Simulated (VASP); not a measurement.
# La (P6_3/mmc) in VASP: notebook

Runs on La. Level: r2SCAN. Tasks: single point.

All numbers are computed with VASP 6.6.1; they aren't measurements. Logs are shortened: lines on timing, memory, paths and dates and some standing lists are left out, and cuts for length are marked.

## (1) The cell of the first run

Symmetry: P6_3/mmc, No. 194, hexagonal system. The conventional cell has a = 3.933 Å, b = 3.933 Å, c = 12.526 Å, α = 90.00°, β = 90.00°, γ = 120.00°. La (site symmetry -3m) has 12 La at 3.87 to 3.93 Å within 5.1 Å. La (site symmetry -6m2) has 12 La at 3.87 to 3.93 Å within 5.1 Å.

## (2) Single point, r2SCAN (41.95 Å³/atom)

Contents of POSCAR:

```
La
1.0
    3.9329668431      0.0000000000      0.0000000000
   -1.9664834215      3.4060491983      0.0000000000
    0.0000000000      0.0000000000     12.5264697707
La
4
Direct
    0.0000000000      1.0000000000      0.0000000000
    0.0000000000      1.0000000000      0.5000000000
    0.3333333333      0.6666666667      0.7500000000
    0.6666666667      0.3333333333      0.2500000000
```

Contents of INCAR.step1:

```
ALGO = Normal
EDIFF = 1E-4
ENCUT = 520
GGA = PE
ISMEAR = -1
LASPH = T
LCHARG = F
LREAL = F
LWAVE = T
NBANDS = 30
NELM = 80
PREC = Accurate
SIGMA = 0.1
```

Contents of INCAR.step2:

```
ALGO = Normal
EDIFF = 1E-6
ENCUT = 520
ISIF = 2
ISMEAR = -1
ISTART = 1
LASPH = T
LCHARG = F
LMIXTAU = T
LREAL = F
LWAVE = F
METAGGA = R2SCAN
NBANDS = 30
NELM = 80
PREC = Accurate
SIGMA = 0.1
```

Contents of KPOINTS:

```
k-points
0
Gamma
  13 13 4
```

Potentials or basis: VASP PAW PBE potentials, release 64 (La).

Started as:

```bash
> cat potpaw_PBE.64/La/POTCAR > POTCAR
> cp INCAR.step1 INCAR
> mpirun -np 1 vasp_std > vasp.out
> cp INCAR.step2 INCAR
> mpirun -np 1 vasp_std > vasp.out
```

OUTCAR:

```text
EDIFF = 1E-6
   ENCUT = 520
   ISIF = 2
   ISMEAR = -1
   ISTART = 1
   LASPH = T
   LREAL = F
   METAGGA = R2SCAN
   NELM = 80
   PREC = Accurate

 ion  position               nearest neighbor table
   1  0.000  0.000  0.000-
   2  0.000  0.000  0.500-
   3  0.333  0.667  0.750-
   4  0.667  0.333  0.250-

  LATTYP: Found a hexagonal cell.
 ALAT       =     3.9329668431
 C/A-ratio  =     3.1849924676

  Lattice vectors:

 A1 = (   3.9329668431,   0.0000000000,   0.0000000000)
 A2 = (  -1.9664834215,   3.4060491983,   0.0000000000)
 A3 = (   0.0000000000,   0.0000000000,  12.5264697707)

Analysis of symmetry for initial positions (statically):
=====================================================================
 Subroutine PRICEL returns:
 Original cell was already a primitive cell.

 Routine SETGRP: Setting up the symmetry group for a
 hexagonal supercell.

 Subroutine GETGRP returns: Found 24 space group operations
 (whereof 12 operations were pure point group operations)
 out of a pool of 24 trial point group operations.

The static configuration has the point symmetry D_3d.
 The point group associated with its full space group is D_6h.

Analysis of symmetry for dynamics (positions and initial velocities):
=====================================================================
 Subroutine PRICEL returns:
 Original cell was already a primitive cell.

 Routine SETGRP: Setting up the symmetry group for a
 hexagonal supercell.

 Subroutine GETGRP returns: Found 24 space group operations
 (whereof 12 operations were pure point group operations)
 out of a pool of 24 trial point group operations.

The dynamic configuration has the point symmetry D_3d.
 The point group associated with its full space group is D_6h.

 Subroutine INISYM returns: Found 24 space group operations
 (whereof 12 operations are pure point group operations),
 and found     1 'primitive' translations

----------------------------------------------------------------------------------------

                                     Primitive cell

  volume of cell :     167.8031

  direct lattice vectors                    reciprocal lattice vectors
     3.932966843  0.000000000  0.000000000     0.254260979  0.146797645  0.000000000
[... 80 lines left out ...]
 SYSTEM =  unknown system
   PREC   = accura    normal or accurate (medium, high low for compatibility)
   ISTART =      1    job   : 0-new  1-cont  2-samecut
   ICHARG =      0    charge: 1-file 2-atom 10-const
   ISPIN  =      1    spin polarized calculation?
   LNONCOLLINEAR =      F non collinear calculations
   LSORBIT =      F    spin-orbit coupling
   LASPH  =      T    aspherical Exc in radial PAW
   ENCUT  =  520.0 eV  38.22 Ry    6.18 a.u.   7.31  7.31 23.29*2*pi/ulx,y,z
   NELM   =     80;   NELMIN=  2; NELMDL=  0     # of ELM steps
   EDIFF  = 0.1E-05   stopping-criterion for ELM
   LREAL  =      F    real-space projection
   EDIFFG = 0.1E-04   stopping-criterion for IOM
   NSW    =      0    number of steps for IOM
   IBRION =     -1    ionic relax: 0-MD 1-quasi-New 2-CG
   NFREE  =      0    steps in history (QN), initial steepest desc. (CG)
   ISIF   =      2    stress and relaxation
   ISYM   =      2    0-nonsym 1-usesym 2-fastsym
   POTIM  = 0.5000    time-step for ionic-motion
   TEBEG  =    0.0;   TEEND  =   0.0 temperature during run
   PSTRESS=    0.0 pullay stress
   NELECT =      44.0000    total number of electrons
   NUPDOWN=      -1.0000    fix difference up-down
   EMIN   =  10.00;   EMAX   =-10.00  energy-range for DOS
   EFERMI =   0.00;   METHOD = LEGACY
   ISMEAR =    -1;   SIGMA  =   0.10  broadening in eV -4-tet -1-fermi 0-gaus
   EFERMI_NEDOS =   21; number of points for ismear=-14 and -15
   IALGO  =     38    algorithm
   IMIX   =      4    mixing-type and parameters
     AMIX     =   0.40;   BMIX     =  1.00
     AMIX_MAG =   1.60;   BMIX_MAG =  1.00
  volume/ion in A,a.u.               =      41.95       283.10
  Fermi-wavevector in a.u.,A,eV,Ry     =   1.047834  1.980119 14.938595  1.097956
  Thomas-Fermi vector in A             =   2.182730
   LORBIT       =      0    0 simple, 1 ext, 2 COOP (PROOUT), +10 PAW based schemes
   METAGGA = R2SCAN    functional components
   LHFCALC =     F    Hartree Fock is set to
   AEXX    =    0.0000 exact exchange contribution
   IVDW    =     0    specifies the selected vdW correction
   LEPSILON=     F    determine dielectric tensor
   LRPA    =     F    only Hartree local field effects (RPA)
 non-spin polarized calculation
  energy-cutoff  :      520.00
  volume of cell :      167.80
 maximum number of plane-waves:      4577
 NGX is ok and might be reduce to    30
   NGX = 15   NGY = 15   NGZ = 47

 number of electron      43.9999998 magnetization

 Free energy of the ion-electron system (eV)
  ---------------------------------------------------
  ext. energy  EPLUGINS =         0.00000000
  ---------------------------------------------------
  free energy    TOTEN  =      -118.93143764 eV

  energy without entropy =     -118.71278027  energy(sigma->0) =     -118.82210895

 E-fermi :   6.8434     XC(G=0):  -9.6896

 val. band max:        6.8337835622   @ k =   0.1538   0.1538   0.2500
 cond. band min:       6.8488273632   @ k =   0.3077   0.1538   0.2500
 fundamental gap:      0.0150438010
 Fermi energy:         6.8434143029

 k-point     1 :       0.0000    0.0000    0.0000
  band No.  band energies     occupation
      1     -27.4106      2.00000
      2     -27.3412      2.00000
      3     -27.3388      2.00000
      4     -27.2677      2.00000
      5     -11.1525      2.00000
      6     -10.6528      2.00000
[... 781 lines left out ...]
     29       8.4092      0.00000
     30       8.4465      0.00000

 [... further k-points ...]
[... 5 lines left out ...]
  --------------------------------------------------------------------------------------
  -------------------------------------------------------------------------------------
  Total       -2.4427836     -2.4427836     -2.3479434     -0.0000000      0.0000000      0.0000000
  in kB      -23.3236054    -23.3236054    -22.4180750     -0.0000000      0.0000000      0.0000000
  external PRESSURE =     -23.0217619 kB  Pullay stress =       0.0000000 kB

 VOLUME and BASIS-vectors are now :
 -----------------------------------------------------------------------------
  energy-cutoff  :      520.00
  volume of cell :      167.80
      direct lattice vectors                 reciprocal lattice vectors
     3.932966843  0.000000000  0.000000000     0.254260979  0.146797645  0.000000000
    -1.966483421  3.406049198  0.000000000     0.000000000  0.293595289  0.000000000
     0.000000000  0.000000000 12.526469771     0.000000000  0.000000000  0.079830951

 POSITION                                       TOTAL-FORCE (eV/Angst)
 -----------------------------------------------------------------------------------
      0.00000      0.00000      0.00000         0.000000      0.000000     -0.000000
      0.00000      0.00000      6.26323         0.000000      0.000000     -0.000000
     -0.00000      2.27070      9.39485        -0.000000      0.000000     -0.000000
      1.96648      1.13535      3.13162        -0.000000     -0.000000      0.000000
 -----------------------------------------------------------------------------------
    total drift:                                0.000000      0.000000      0.000000

  FREE ENERGIE OF THE ION-ELECTRON SYSTEM (eV)
  ---------------------------------------------------
  free  energy   TOTEN  =      -118.9314376409 eV

  energy  without entropy=     -118.7127802665  energy(sigma->0) =     -118.82210895
```

OUTCAR.step1:

```text
EDIFF = 1E-4
   ENCUT = 520
   GGA = PE
   ISMEAR = -1
   LASPH = T
[... 1022 lines left out ...]
      0.00000      0.00000      0.00000         0.000000      0.000000      0.000000
      0.00000      0.00000      6.26323        -0.000000      0.000000      0.000000
     -0.00000      2.27070      9.39485        -0.000000      0.000000      0.000000
      1.96648      1.13535      3.13162         0.000000     -0.000000     -0.000000
 -----------------------------------------------------------------------------------
    total drift:                                0.000000     -0.000000     -0.000000

  FREE ENERGIE OF THE ION-ELECTRON SYSTEM (eV)
  ---------------------------------------------------
  free  energy   TOTEN  =       -19.4979799676 eV

  energy  without entropy=      -19.2547239010  energy(sigma->0) =      -19.37635193
```

Wall time 17 min (1 thread of Intel Xeon Platinum 8488C (Sapphire Rapids), shared host); peak memory 0.49 GiB.

Results:

```yaml
Free_energy: -118.9314 eV
Pressure: -2.3 GPa
Band_gap_on_the_k_mesh: zero (bands 22 and 23 overlap by 1.18 eV)
```

Levels at points of the mesh, in eV from the Fermi level:
| k point | band 18 | band 19 | band 20 | band 21 | band 22 | band 23 | band 24 | band 25 | band 26 | band 27 |
| --- | --- | --- | --- | --- | --- | --- | --- | --- | --- | --- |
| (0.00, 0.00, 0.00) | -2.06 | -2.05 | -1.66 | 0.49 | 0.64 | 1.32 | 1.32 | 1.40 | 1.40 | 1.42 |
| (0.00, 0.00, 0.50) | -2.96 | -1.65 | -1.65 | 0.96 | 0.96 | 1.07 | 1.07 | 1.39 | 1.39 | 1.39 |

Caveat: the PAW data sets were made with another functional, which shifts forces and pressure a little; spin-orbit coupling is left out, which moves the levels of the heavy elements.

## (3) Single point, r2SCAN

This run uses another cell than the first one, of 37.46 Å³/atom.

Contents of POSCAR:

```
La
1.0
    3.7871652420      0.0000000000      0.0000000000
   -1.8935826210      3.2797813079      0.0000000000
    0.0000000000      0.0000000000     12.0620946415
La
4
Direct
    1.0000000000      0.0000000000      0.0000000000
    1.0000000000      0.0000000000      0.5000000000
    0.3333333333      0.6666666667      0.7500000000
    0.6666666667      0.3333333333      0.2500000000
```

Contents of INCAR.step1:

```
SYSTEM = La
PREC = Accurate
ENCUT = 520
ISMEAR = 1
SIGMA = 0.1
LREAL = .FALSE.
LASPH = .TRUE.
NELM = 100
NBANDS = 30
GGA = PE
ALGO = Normal
EDIFF = 1E-4
LWAVE = .TRUE.
LCHARG = .FALSE.
```

Contents of INCAR.step2:

```
SYSTEM = La
PREC = Accurate
ENCUT = 520
EDIFF = 1E-6
ISMEAR = 1
SIGMA = 0.1
LREAL = .FALSE.
LASPH = .TRUE.
NELM = 100
ALGO = Normal
ISIF = 2
LWAVE = .FALSE.
LCHARG = .FALSE.
METAGGA = R2SCAN
LMIXTAU = .TRUE.
NBANDS = 30
ISTART = 1
```

Contents of KPOINTS:

```
Automatic mesh
0
G
  10 10 3
  0 0 0
```

Potentials or basis: VASP PAW PBE potentials, release 64 (La).

Started as:

```bash
> cat potpaw_PBE.64/La/POTCAR > POTCAR
> cp INCAR.step1 INCAR
> mpirun -np 1 vasp_std > vasp.out
> cp INCAR.step2 INCAR
> mpirun -np 1 vasp_std > vasp.out
```

Run time: 7 min. Hardware: 1 thread of Intel Xeon 6975P-C (Granite Rapids), shared host; peak memory 0.34 GiB.

The run converged. Its results:

| Quantity | Value |
| --- | --- |
| Free energy | -118.9718 eV |
| Pressure | 0.1 GPa |
| Band gap on the k mesh | zero (bands 22 and 23 overlap by 1.29 eV) |

Stress tensor (GPa, compression positive):
```
 0.14  0.00  0.00
 0.00  0.14  0.00
 0.00  0.00 -0.06
```

Levels at points of the mesh, in eV from the Fermi level:
| k point | band 20 | band 21 | band 22 | band 23 | band 24 | band 25 |
| --- | --- | --- | --- | --- | --- | --- |
| (0.00, 0.00, 0.00) | -1.83 | 0.52 | 0.69 | 1.34 | 1.34 | 1.41 |
| (0.50, 0.00, 0.00) | -1.08 | -0.67 | -0.29 | -0.21 | 0.52 | 0.99 |

Caveat: the PAW data sets were made with another functional, which shifts forces and pressure a little; spin-orbit coupling is left out, which moves the levels of the heavy elements.

## (4) Single point, r2SCAN

This run uses another cell than the first one, of 37.46 Å³/atom.

POSCAR is that of step 3.

INCAR.step1: that of step 3 with these lines changed.

```diff
@@ -4,3 +4,3 @@
 ISMEAR = 1
-SIGMA = 0.1
+SIGMA = 0.3
 LREAL = .FALSE.
```

Contents of INCAR.step2:

```
SYSTEM = La
PREC = Accurate
ENCUT = 520
EDIFF = 1E-7
ISMEAR = 1
SIGMA = 0.3
LREAL = .FALSE.
LASPH = .TRUE.
NELM = 100
ALGO = Normal
ISIF = 2
LWAVE = .FALSE.
LCHARG = .TRUE.
METAGGA = R2SCAN
LMIXTAU = .TRUE.
LELF = .TRUE.
LVHAR = .TRUE.
NBANDS = 30
ISTART = 1
```

KPOINTS is that of step 3.

Started as:

```bash
> cat potpaw_PBE.64/La/POTCAR > POTCAR
> cp INCAR.step1 INCAR
> mpirun -np 1 vasp_std > vasp.out
> cp INCAR.step2 INCAR
> mpirun -np 1 vasp_std > vasp.out
```

Run time: 8.9 min. Hardware: 1 thread of Intel Xeon 6975P-C (Granite Rapids), shared host; peak memory 0.34 GiB.

The run converged. Its results:

```
Free energy            : -118.9671 eV
Pressure               : 0.0 GPa
Band gap on the k mesh : zero (bands 22 and 23 overlap by 1.29 eV)
```

Levels at points of the mesh, in eV from the Fermi level:
```tsv
k point	band 20	band 21	band 22	band 23	band 24	band 25
(0.00, 0.00, 0.00)	-1.81	0.54	0.71	1.36	1.36	1.44
(0.50, 0.00, 0.00)	-1.07	-0.65	-0.27	-0.20	0.54	1.01
```

Caveat: so wide a smearing shifts energies and pressures; the PAW data sets were made with another functional, which shifts forces and pressure a little; spin-orbit coupling is left out, which moves the levels of the heavy elements.

## (5) Single point, r2SCAN

This run uses another cell than the first one, of 37.46 Å³/atom.

POSCAR is that of step 4.

Contents of INCAR.step1:

```
ALGO = Normal
EDIFF = 1E-4
ENCUT = 520
GGA = PE
ISMEAR = 1
LASPH = T
LCHARG = F
LREAL = F
LWAVE = T
NBANDS = 30
NELM = 80
PREC = Accurate
SIGMA = 0.6
```

Contents of INCAR.step2:

```
ALGO = Normal
EDIFF = 1E-7
ENCUT = 520
ISIF = 2
ISMEAR = 1
ISTART = 1
LASPH = T
LCHARG = F
LMIXTAU = T
LREAL = F
LWAVE = F
METAGGA = R2SCAN
NBANDS = 30
NELM = 80
PREC = Accurate
SIGMA = 0.6
```

Contents of KPOINTS:

```
k-points
0
Gamma
  10 10 3
```

Potentials or basis: VASP PAW PBE potentials, release 64 (La).

Started as:

```bash
> cat potpaw_PBE.64/La/POTCAR > POTCAR
> cp INCAR.step1 INCAR
> mpirun -np 1 vasp_std > vasp.out
> cp INCAR.step2 INCAR
> mpirun -np 1 vasp_std > vasp.out
```

OUTCAR:

```text
EDIFF = 1E-7
   ENCUT = 520
   ISIF = 2
   ISMEAR = 1
   ISTART = 1
   LASPH = T
   LREAL = F
   METAGGA = R2SCAN
   NELM = 80
   PREC = Accurate

 ion  position               nearest neighbor table
   1  0.000  0.000  0.000-
   2  0.000  0.000  0.500-
   3  0.333  0.667  0.750-
   4  0.667  0.333  0.250-

  LATTYP: Found a hexagonal cell.
 ALAT       =     3.7871652420
[... 199 lines left out ...]
      3     -26.0892      2.00000
      4     -25.9771      2.00000
      5     -10.1675      2.00000
      6      -9.4769      2.00000
[... 781 lines left out ...]
     29       9.7494     -0.00010
     30       9.8210     -0.00005

 [... further k-points ...]
[... 5 lines left out ...]
  --------------------------------------------------------------------------------------
  -------------------------------------------------------------------------------------
  Total       -0.1085162     -0.1085162     -0.0721546      0.0000000      0.0000000     -0.0000000
  in kB       -1.1604415     -1.1604415     -0.7716004      0.0000000      0.0000000     -0.0000000
  external PRESSURE =      -1.0308278 kB  Pullay stress =       0.0000000 kB

 VOLUME and BASIS-vectors are now :
 -----------------------------------------------------------------------------
  energy-cutoff  :      520.00
  volume of cell :      149.82
      direct lattice vectors                 reciprocal lattice vectors
     3.787165242  0.000000000  0.000000000     0.264049741  0.152449189  0.000000000
    -1.893582621  3.279781308  0.000000000     0.000000000  0.304898378  0.000000000
     0.000000000  0.000000000 12.062094641     0.000000000  0.000000000  0.082904340

 POSITION                                       TOTAL-FORCE (eV/Angst)
 -----------------------------------------------------------------------------------
      0.00000      0.00000      0.00000        -0.000000      0.000000      0.000000
      0.00000      0.00000      6.03105        -0.000000      0.000000      0.000000
     -0.00000      2.18652      9.04657         0.000000      0.000000      0.000000
      1.89358      1.09326      3.01552        -0.000000     -0.000000     -0.000000
 -----------------------------------------------------------------------------------
    total drift:                               -0.000000     -0.000000      0.000000

  FREE ENERGIE OF THE ION-ELECTRON SYSTEM (eV)
  ---------------------------------------------------
  free  energy   TOTEN  =      -118.9596802889 eV

  energy  without entropy=     -119.0043790348  energy(sigma->0) =     -118.97457987
```

It took 8.6 min on 1 thread of Intel Xeon 6975P-C (Granite Rapids), shared host; peak memory 0.33 GiB.

Results:

- Free energy: -118.9597 eV
- Pressure: -0.1 GPa
- Band gap on the k mesh: zero (bands 22 and 23 overlap by 1.29 eV)

Levels at points of the mesh, in eV from the Fermi level:
```
           k point  band 18  band 19  band 20  band 21  band 22  band 23  band 24  band 25  band 26  band 27
(0.00, 0.00, 0.00)    -1.93    -1.92    -1.81     0.54     0.71     1.36     1.36     1.45     1.45     1.52
(0.50, 0.00, 0.00)    -1.89    -1.59    -1.08    -0.64    -0.27    -0.20     0.54     1.02     1.28     1.72
```

Caveat: so wide a smearing shifts energies and pressures; the PAW data sets were made with another functional, which shifts forces and pressure a little; spin-orbit coupling is left out, which moves the levels of the heavy elements.

## (6) Single point, r2SCAN

This run uses another cell than the first one, of 37.46 Å³/atom.

POSCAR is that of step 5.

Contents of INCAR.step1:

```
SYSTEM = La
ALGO = Normal ; EDIFF = 1E-4
ENCUT = 520 ; GGA = PE
ISMEAR = 1 ; LASPH = .True.
LCHARG = .False. ; LREAL = .False.
LWAVE = .True. ; NBANDS = 30
NELM = 60 ; PREC = Accurate
SIGMA = 1.0
```

Contents of INCAR.step2:

```
SYSTEM = La
ALGO = Normal ; EDIFF = 1E-6
ENCUT = 520 ; ISIF = 2
ISMEAR = 1 ; ISTART = 1
LASPH = .True. ; LCHARG = .False.
LMIXTAU = .True. ; LREAL = .False.
LWAVE = .False. ; METAGGA = R2SCAN
NBANDS = 30 ; NELM = 60
PREC = Accurate ; SIGMA = 1.0
```

Contents of KPOINTS:

```
k-points
0
Gamma
  10 10 3
  0 0 0
```

Potentials or basis: VASP PAW PBE potentials, release 64 (La).

Started as:

```bash
> cat potpaw_PBE.64/La/POTCAR > POTCAR
> cp INCAR.step1 INCAR
> mpirun -np 1 vasp_std > vasp.out
> cp INCAR.step2 INCAR
> mpirun -np 1 vasp_std > vasp.out
```

It took 12 min on 1 thread of Intel Xeon 6975P-C (Granite Rapids), shared host; peak memory 0.34 GiB.

Results (log left out):

```yaml
Free_energy: -118.9121 eV
Pressure: -0.1 GPa
Band_gap_on_the_k_mesh: zero (bands 22 and 23 overlap by 1.28 eV)
```

Stress tensor (GPa, compression positive):
```
-0.15  0.00  0.00
 0.00 -0.15  0.00
 0.00  0.00  0.11
```

Levels at points of the mesh, in eV from the Fermi level:
```csv
k point,band 18,band 19,band 20,band 21,band 22,band 23,band 24,band 25,band 26,band 27
"(0.00, 0.00, 0.00)",-1.94,-1.92,-1.82,0.54,0.69,1.35,1.35,1.45,1.45,1.49
"(0.50, 0.00, 0.00)",-1.89,-1.59,-1.09,-0.64,-0.27,-0.21,0.53,1.01,1.28,1.70
```

Caveat: so wide a smearing shifts energies and pressures; the PAW data sets were made with another functional, which shifts forces and pressure a little; spin-orbit coupling is left out, which moves the levels of the heavy elements.

## (7) The runs side by side

| cell | k mesh | smearing | gap on the mesh (eV) | pressure (GPa) |
| --- | --- | --- | --- | --- |
| a = 3.933, b = 3.933, c = 12.526 Å, angles 90.0, 90.0, 120.0°, 4 atoms | 13 × 13 × 4 | fermi-dirac 0.1 eV | none | -2.3 |
| a = 3.787, b = 3.787, c = 12.062 Å, angles 90.0, 90.0, 120.0°, 4 atoms | 10 × 10 × 3 | methfessel-paxton 0.1 eV | none | 0.1 |
| a = 3.787, b = 3.787, c = 12.062 Å, angles 90.0, 90.0, 120.0°, 4 atoms | 10 × 10 × 3 | methfessel-paxton 0.3 eV | none | 0.0 |
| a = 3.787, b = 3.787, c = 12.062 Å, angles 90.0, 90.0, 120.0°, 4 atoms | 10 × 10 × 3 | methfessel-paxton 0.6 eV | none | -0.1 |
| a = 3.787, b = 3.787, c = 12.062 Å, angles 90.0, 90.0, 120.0°, 4 atoms | 10 × 10 × 3 | methfessel-paxton 1 eV | none | -0.1 |

Alike in all rows: task single point; level r2SCAN; potentials or basis VASP PAW PBE potentials, release 64 (La); no spin polarisation; cutoff (eV) 520.

Caveats: the PAW data sets were made with another functional, which shifts forces and pressure a little; spin-orbit coupling is left out, which moves the levels of the heavy elements; so wide a smearing shifts energies and pressures (at least some runs).

Total energies depend on the potentials used, so only differences within one code and one set of settings carry meaning.
